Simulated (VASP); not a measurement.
# W3C in VASP: notebook

Runs on W3C. Level: PBE. Tasks: single point.

Everything below comes from runs of VASP 6.6.1. Logs are shortened: lines on timing, memory, paths and dates and some standing lists are left out, and cuts for length are marked.

### 1 The cell of the first run

The cell holds a slab with vacuum, 4 atoms: a = 2.855 Å, b = 2.855 Å, c = 21.697 Å, α = 90.00°, β = 90.00°, γ = 120.00°.

### 2 Single point, PBE

Contents of INCAR:

```
ALGO = Normal
DIPOL = 0.5 0.5 0.353
EDIFF = 1E-6
ENCUT = 520
GGA = PE
IDIPOL = 3
ISIF = 2
ISMEAR = 0
LASPH = True
LCHARG = False
LDIPOL = True
LREAL = False
LWAVE = False
NBANDS = 31
NELM = 60
PREC = Accurate
SIGMA = 0.1
```

Contents of KPOINTS:

```
k-points
0
Gamma
  9 9 1
```

Contents of POSCAR:

```
W3C
1.0
    2.8545944806      0.0000000000      0.0000000000
   -1.4272972403      2.4721513377      0.0000000000
    0.0000000000      0.0000000000     21.6971108210
W C
3 1
Direct
    0.6666666667      0.3333333333      0.1843563428
    0.3333333333      0.6666666667      0.2926027619
    0.0000000000      0.0000000000      0.4008418859
    0.5555555556     -0.5555555556      0.5358829070
```

Potentials or basis: VASP PAW PBE potentials, release 64 (W_sv, C).

On the command line:

```sh
> cat potpaw_PBE.64/W_sv/POTCAR potpaw_PBE.64/C/POTCAR > POTCAR
> mpirun -np 1 vasp_std > vasp.out
```

OUTCAR:

```text
EDIFF = 1E-6
   ENCUT = 520
   GGA = PE
   ISIF = 2
   ISMEAR = 0
   LASPH = True
   LREAL = False
   NELM = 60
   PREC = Accurate

 ion  position               nearest neighbor table
   1  0.667  0.333  0.184-   2 2.87   2 2.87   2 2.87
   2  0.333  0.667  0.293-   3 2.87   3 2.87   3 2.87   1 2.87   1 2.87   1 2.87
   3  0.000  0.000  0.401-   2 2.87   2 2.87   2 2.87
   4  0.556  0.444  0.536-

  LATTYP: Found a hexagonal cell.
 ALAT       =     2.8545944806
 C/A-ratio  =     7.6007681541

  Lattice vectors:

 A1 = (   2.8545944806,   0.0000000000,   0.0000000000)
 A2 = (  -1.4272972403,   2.4721513377,   0.0000000000)
 A3 = (   0.0000000000,   0.0000000000,  21.6971108210)

Analysis of symmetry for initial positions (statically):
=====================================================================
 Subroutine PRICEL returns:
 Original cell was already a primitive cell.

 Routine SETGRP: Setting up the symmetry group for a
 hexagonal supercell.

 Subroutine GETGRP returns: Found  2 space group operations
 (whereof  2 operations were pure point group operations)
 out of a pool of 24 trial point group operations.

The static configuration has the point symmetry C_1h.

Analysis of symmetry for dynamics (positions and initial velocities):
=====================================================================
 Subroutine PRICEL returns:
 Original cell was already a primitive cell.

 Routine SETGRP: Setting up the symmetry group for a
 hexagonal supercell.

 Subroutine GETGRP returns: Found  2 space group operations
 (whereof  2 operations were pure point group operations)
 out of a pool of 24 trial point group operations.

The dynamic configuration has the point symmetry C_1h.

 Subroutine INISYM returns: Found  2 space group operations
 (whereof  2 operations are pure point group operations),
 and found     1 'primitive' translations

----------------------------------------------------------------------------------------

                                     Primitive cell

  volume of cell :     153.1163

  direct lattice vectors                    reciprocal lattice vectors
     2.854594481  0.000000000  0.000000000     0.350312455  0.202252990  0.000000000
    -1.427297240  2.472151338  0.000000000     0.000000000  0.404505980  0.000000000
     0.000000000  0.000000000 21.697110821     0.000000000  0.000000000  0.046089086

  length of vectors
     2.854594481  2.854594481 21.697110821     0.404505980  0.404505980  0.046089086

  position of ions in fractional coordinates (direct lattice)
     0.666666667  0.333333333  0.184356343
     0.333333333  0.666666667  0.292602762
     0.000000000  0.000000000  0.400841886
     0.555555556  0.444444444  0.535882907

  ion indices of the primitive-cell ions
   primitive index   ion index
                 1           1
                 2           2
                 3           3
                 4           4

----------------------------------------------------------------------------------------

 KPOINTS: k-points

Automatic generation of k-mesh.
 Grid dimensions read from file:
 generate k-points for:    9    9    1

 Generating k-lattice:

  Cartesian coordinates                     Fractional coordinates (reciprocal lattice)
     0.038923606  0.022472554  0.000000000     0.111111111  0.000000000  0.000000000
     0.000000000  0.044945109  0.000000000     0.000000000  0.111111111  0.000000000
     0.000000000  0.000000000  0.046089086     0.000000000  0.000000000  1.000000000

  Length of vectors
     0.044945109  0.044945109  0.046089086

  Shift w.r.t. Gamma in fractional coordinates (k-lattice)
     0.000000000  0.000000000  0.000000000

 Subroutine IBZKPT returns following result:
 ===========================================

 Found     25 irreducible k-points:

 Following reciprocal coordinates:
            Coordinates               Weight
  0.000000  0.000000  0.000000      1.000000
  0.111111  0.000000  0.000000      4.000000
 -0.111111  0.111111  0.000000      2.000000
  0.222222  0.000000  0.000000      4.000000
 -0.222222  0.222222  0.000000      2.000000
  0.333333  0.000000  0.000000      4.000000
[... 16 lines left out ...]
 -0.222222 -0.444444  0.000000      4.000000
  0.444444  0.333333  0.000000      4.000000
   k-points           NKPTS =     25   k-points in BZ     NKDIM =     25   number of bands    NBANDS=     31
   number of dos      NEDOS =    301   number of ions     NIONS =      4
   total plane-waves  NPLWV =  93312
   dimension x,y,z NGX =    24 NGY =   24 NGZ =  162
   dimension x,y,z NGXF=    48 NGYF=   48 NGZF=  324
   ions per type =               3   1
   NGX,Y,Z   is equivalent  to a cutoff of  13.98, 13.98, 12.41 a.u.
   NGXF,Y,Z  is equivalent  to a cutoff of  27.95, 27.95, 24.83 a.u.
 SYSTEM =  unknown system
   PREC   = accura    normal or accurate (medium, high low for compatibility)
   ISTART =      0    job   : 0-new  1-cont  2-samecut
   ICHARG =      2    charge: 1-file 2-atom 10-const
   ISPIN  =      1    spin polarized calculation?
   LNONCOLLINEAR =      F non collinear calculations
   LSORBIT =      F    spin-orbit coupling
   LASPH  =      T    aspherical Exc in radial PAW
   ENCUT  =  520.0 eV  38.22 Ry    6.18 a.u.   5.31  5.31 40.34*2*pi/ulx,y,z
   NELM   =     60;   NELMIN=  2; NELMDL= -5     # of ELM steps
   EDIFF  = 0.1E-05   stopping-criterion for ELM
   LREAL  =      F    real-space projection
   EDIFFG = 0.1E-04   stopping-criterion for IOM
   NSW    =      0    number of steps for IOM
   IBRION =     -1    ionic relax: 0-MD 1-quasi-New 2-CG
   NFREE  =      0    steps in history (QN), initial steepest desc. (CG)
   ISIF   =      2    stress and relaxation
   ISYM   =      2    0-nonsym 1-usesym 2-fastsym
   POTIM  = 0.5000    time-step for ionic-motion
   TEBEG  =    0.0;   TEEND  =   0.0 temperature during run
   PSTRESS=    0.0 pullay stress
   NELECT =      46.0000    total number of electrons
   NUPDOWN=      -1.0000    fix difference up-down
   EMIN   =  10.00;   EMAX   =-10.00  energy-range for DOS
   EFERMI =   0.00;   METHOD = LEGACY
   ISMEAR =     0;   SIGMA  =   0.10  broadening in eV -4-tet -1-fermi 0-gaus
   EFERMI_NEDOS =   21; number of points for ismear=-14 and -15
   IALGO  =     38    algorithm
   IMIX   =      4    mixing-type and parameters
     AMIX     =   0.40;   BMIX     =  1.00
     AMIX_MAG =   1.60;   BMIX_MAG =  1.00
  volume/ion in A,a.u.               =      38.28       258.32
  Fermi-wavevector in a.u.,A,eV,Ry     =   1.096445  2.071981 16.356820  1.202192
  Thomas-Fermi vector in A             =   2.232787
   LORBIT       =      0    0 simple, 1 ext, 2 COOP (PROOUT), +10 PAW based schemes
   GGA     = PE    functional components
   LHFCALC =     F    Hartree Fock is set to
   AEXX    =    0.0000 exact exchange contribution
   IVDW    =     0    specifies the selected vdW correction
   LEPSILON=     F    determine dielectric tensor
   LRPA    =     F    only Hartree local field effects (RPA)
 non-spin polarized calculation
 Gauss-broadening in eV      SIGMA  =   0.10
  energy-cutoff  :      520.00
  volume of cell :      153.12
 maximum number of plane-waves:      4147
 NGX is ok and might be reduce to    24
   NGX = 11   NGY = 11   NGZ = 81

 dipolmoment           0.000000      0.000000     -0.152391 electrons x Angstroem

 number of electron      45.9999997 magnetization

 dipolmoment           0.000000      0.000000      0.038472 electrons x Angstroem

 Free energy of the ion-electron system (eV)
  ---------------------------------------------------
  ext. energy  EPLUGINS =         0.00000000
  ---------------------------------------------------
  free energy    TOTEN  =       -38.48659681 eV

  energy without entropy =      -38.45521213  energy(sigma->0) =      -38.47090447

 E-fermi :   0.2956     XC(G=0):  -6.2404

 val. band max:        0.2819107957   @ k =  -0.1111   0.2222   0.0000
 cond. band min:       0.3184727800   @ k =   0.4444   0.1111   0.0000
 fundamental gap:      0.0365619843
 Fermi energy:         0.2956119308

 k-point     1 :       0.0000    0.0000    0.0000
  band No.  band energies     occupation
      1     -73.6394      2.00000
      2     -73.4426      2.00000
      3     -73.3886      2.00000
      4     -38.1695      2.00000
      5     -37.8360      2.00000
      6     -37.3644      2.00000
[... 23 lines left out ...]
     30       3.1100      0.00000
     31       3.1378      0.00000

 k-point     2 :       0.1111    0.0000    0.0000
  band No.  band energies     occupation
      1     -73.6312      2.00000
      2     -73.4336      2.00000
      3     -73.3819      2.00000
      4     -38.1400      2.00000
      5     -37.8306      2.00000
      6     -37.4347      2.00000
[... 23 lines left out ...]
     30       2.8224      0.00000
     31       3.1932      0.00000

 k-point     3 :      -0.1111    0.1111    0.0000
  band No.  band energies     occupation
      1     -73.6312      2.00000
      2     -73.4336      2.00000
      3     -73.3819      2.00000
      4     -38.1401      2.00000
      5     -37.8304      2.00000
      6     -37.4345      2.00000
[... 23 lines left out ...]
     30       2.8690      0.00000
     31       3.0968      0.00000

 k-point     4 :       0.2222    0.0000    0.0000
  band No.  band energies     occupation
      1     -73.6103      2.00000
      2     -73.4105      2.00000
      3     -73.3649      2.00000
      4     -38.0675      2.00000
      5     -37.8436      2.00000
      6     -37.6709      2.00000
[... 635 lines left out ...]
     30       3.6197      0.00000
     31       4.7924      0.00000

 k-point    23 :      -0.2222   -0.4444    0.0000
  band No.  band energies     occupation
      1     -73.5639      2.00000
      2     -73.3569      2.00000
      3     -73.3297      2.00000
      4     -38.0753      2.00000
      5     -38.0272      2.00000
      6     -37.8578      2.00000
[... 23 lines left out ...]
     30       3.6645      0.00000
     31       4.7960      0.00000

 k-point    24 :       0.4444    0.3333    0.0000
  band No.  band energies     occupation
      1     -73.5639      2.00000
      2     -73.3570      2.00000
      3     -73.3297      2.00000
      4     -38.0737      2.00000
      5     -38.0257      2.00000
      6     -37.8586      2.00000
[... 23 lines left out ...]
     30       3.7543      0.00000
     31       4.8081      0.00000

 [... further k-points ...]

------------------------ aborting loop because EDIFF is reached ----------------------------------------

 vacuum level on the upper side and lower side of the slab       (xc-potential included)         0.365        -0.564

  FORCE on cell =-STRESS in cart. coord.  units (eV):
  Direction    XX          YY          ZZ          XY          YZ          ZX
  --------------------------------------------------------------------------------------
  -------------------------------------------------------------------------------------
  Total       -9.2574354     -9.3851329     -4.2236567     -0.1105893     -0.0482006      0.0834859
  in kB      -96.8679010    -98.2041021    -44.1954753     -1.1571840     -0.5043610      0.8735792
  external PRESSURE =     -79.7558261 kB  Pullay stress =       0.0000000 kB

 VOLUME and BASIS-vectors are now :
 -----------------------------------------------------------------------------
  energy-cutoff  :      520.00
  volume of cell :      153.12
      direct lattice vectors                 reciprocal lattice vectors
     2.854594481  0.000000000  0.000000000     0.350312455  0.202252990  0.000000000
    -1.427297240  2.472151338  0.000000000     0.000000000  0.404505980  0.000000000
     0.000000000  0.000000000 21.697110821     0.000000000  0.000000000  0.046089086

 POSITION                                       TOTAL-FORCE (eV/Angst)
 -----------------------------------------------------------------------------------
      1.42730      0.82405      4.00000         0.001565     -0.000903     -0.048652
     -0.00000      1.64810      6.34863        -0.032439      0.018728     -0.023495
      0.00000      0.00000      8.69711         0.025921     -0.014965      1.597133
      0.95153      1.09873     11.62711         0.004953     -0.002860     -1.524986
 -----------------------------------------------------------------------------------
    total drift:                                0.000048     -0.000028     -0.000430

  FREE ENERGIE OF THE ION-ELECTRON SYSTEM (eV)
  ---------------------------------------------------
  free  energy   TOTEN  =       -38.4865968107 eV

  energy  without entropy=      -38.4552121312  energy(sigma->0) =      -38.47090447

 vacuum level on the upper side and lower side of the slab         6.310         5.320
```

It took 2.7 min on 1 thread of AMD EPYC 9R45 (Zen 5), shared host; peak memory 0.31 GiB.

What came out:

```
Free energy            : -38.4866 eV
Largest force          : 1.597 eV/Å
Band gap on the k mesh : zero (bands 23 and 24 overlap by 1.05 eV)
```

Forces in eV/Å, atoms in the order of the input:
```
W    0.002 -0.001 -0.049
W   -0.032  0.019 -0.023
W    0.026 -0.015  1.597
C    0.005 -0.003 -1.525
```

Levels at points of the mesh, in eV from the Fermi level:
| k point | band 21 | band 22 | band 23 | band 24 | band 25 | band 26 |
| --- | --- | --- | --- | --- | --- | --- |
| (0.00, 0.00, 0.00) | -0.51 | -0.20 | -0.20 | 0.06 | 0.06 | 0.18 |

Caveat: spin-orbit coupling is left out, which moves the levels of the heavy elements.

(Continued in part 2 of 2.)
